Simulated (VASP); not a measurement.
**Mo: single point with PBEsol**

Slab: Mo, a slab with vacuum.

```
CELL_PARAMETERS angstrom
3.12943 0.00000 0.00000
0.00000 3.12943 0.00000
0.00000 0.00000 18.69415
ATOMIC_POSITIONS crystal
Mo 0.50000 0.50000 0.37445
Mo 0.00000 0.00000 0.45815
Mo 0.50000 0.50000 0.54432
Mo 0.00000 0.00000 0.61748
```

| Item | Value |
| --- | --- |
| Program | VASP 6.6.1 |
| Task | single point |
| Functional | PBEsol |
| Potentials or basis | VASP PAW PBE potentials, release 64 (Mo_sv) |
| Cutoff | 520 eV |
| k mesh | 9 × 9 × 1 |
| Occupations | gaussian, width 0.1 eV |
| Spin | no spin polarisation |
| Dipole correction | yes |
| Further INCAR settings | ALGO = Normal; EDIFF = 1e-06; NBANDS = 36 |

```yaml
Largest_force: 1.706 eV/Å
Band_gap_on_the_k_mesh: zero (band 28 reaches 3.09 eV, above the bottom of band 29 at 1.42 eV)
```

Forces in eV/Å, atoms in the order of the input:
```
Mo   0.000  0.000  1.706
Mo   0.000  0.000 -1.699
Mo   0.000  0.000 -0.025
Mo   0.000  0.000  0.018
```

Levels at points of the mesh, in eV from the Fermi level:
| k point | band 25 | band 26 | band 27 | band 28 | band 29 | band 30 | band 31 | band 32 | band 33 | band 34 |
| --- | --- | --- | --- | --- | --- | --- | --- | --- | --- | --- |
| (0.00, 0.00, 0.00) | -0.88 | -0.75 | -0.30 | -0.30 | -0.13 | 0.10 | 0.53 | 1.02 | 1.02 | 1.34 |

Run time: 2.2 min on 1 thread of Intel Xeon 6975P-C, with other jobs on the host, peak memory 0.29 GiB.

Caveat: the PAW data sets were made with another functional, which shifts forces and pressure a little.
